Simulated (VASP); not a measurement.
# MoS2: single point with PBEsol

Crystal: MoS2.

```xyz
6
Lattice="3.1414 0.0000 0.0000 -1.5707 2.8838 0.0000 0.0000 0.0000 12.5788" Properties=species:S:1:pos:R:3 pbc="T T T"
Mo    0.0000    1.9225    3.1447
Mo    1.5707    0.9613    9.4341
S     0.0000    1.9225    7.8750
S     1.5707    0.9613    1.5856
S     0.0000    1.9225   10.9932
S     1.5707    0.9613    4.7038
```

This cell differs from its parent crystal: strain +0.0600 x Voigt [0, 1, 0, 0, 0, 0].

```
Program             : VASP 6.6.1
Task                : single point
Functional          : PBEsol
Potentials or basis : VASP PAW PBE potentials, release 64 (Mo_sv, S)
Cutoff              : 520 eV
k mesh              : 12 × 12 × 2
Occupations         : gaussian, width 0.05 eV
Spin                : no spin polarisation
```

```yaml
Pressure: -7.4 GPa
Largest_force: 0.570 eV/Å
Band_gap_on_the_k_mesh: 0.85 eV (least direct gap 1.47 eV)
```

Forces in eV/Å, atoms in the order of the input:
```
Mo   0.000  0.226  0.000
Mo   0.000 -0.226  0.000
S    0.000  0.115  0.558
S    0.000 -0.115  0.558
S    0.000  0.115 -0.558
S    0.000 -0.115 -0.558
```

Stress tensor (GPa, compression positive):
```
 -4.13   0.00   0.00
  0.00 -12.90   0.00
  0.00   0.00  -5.05
```

Levels at points of the mesh, in eV from the valence-band top:
| k point | band 23 | band 24 | band 25 | band 26 | band 27 | band 28 | band 29 | band 30 |
| --- | --- | --- | --- | --- | --- | --- | --- | --- |
| (0.00, 0.00, 0.00) | -2.06 | -1.17 | -0.94 | 0.00 | 1.74 | 1.75 | 1.97 | 2.12 |
| (0.50, 0.00, 0.00) | -1.95 | -1.80 | -1.26 | -1.14 | 1.33 | 1.35 | 1.97 | 2.17 |
| (0.00, 0.50, 0.00) | -1.49 | -1.46 | -1.37 | -1.33 | 1.45 | 1.50 | 1.78 | 1.91 |
| (0.00, 0.00, 0.50) | -2.08 | -2.08 | -0.23 | -0.23 | 1.74 | 1.74 | 2.05 | 2.05 |
| (0.50, 0.00, 0.50) | -1.88 | -1.88 | -1.19 | -1.19 | 1.34 | 1.34 | 2.08 | 2.08 |
| (0.00, 0.50, 0.50) | -1.42 | -1.42 | -1.39 | -1.39 | 1.47 | 1.47 | 1.85 | 1.85 |

Wall time 5.8 min on 1 thread of Oxide Virtual Turin-like Processor (shared host), peak memory 0.37 GiB.

Caveat: the cell differs from its parent crystal (strain +0.0600 x Voigt [0, 1, 0, 0, 0, 0]); the stress differs along the axes, from -13 to -4 GPa; the PAW data sets were made with another functional, which shifts forces and pressure a little; this functional lacks dispersion, which binds layers or chains, so the pressure and a relaxed spacing across them are unreliable. A k mesh can miss the band edges.
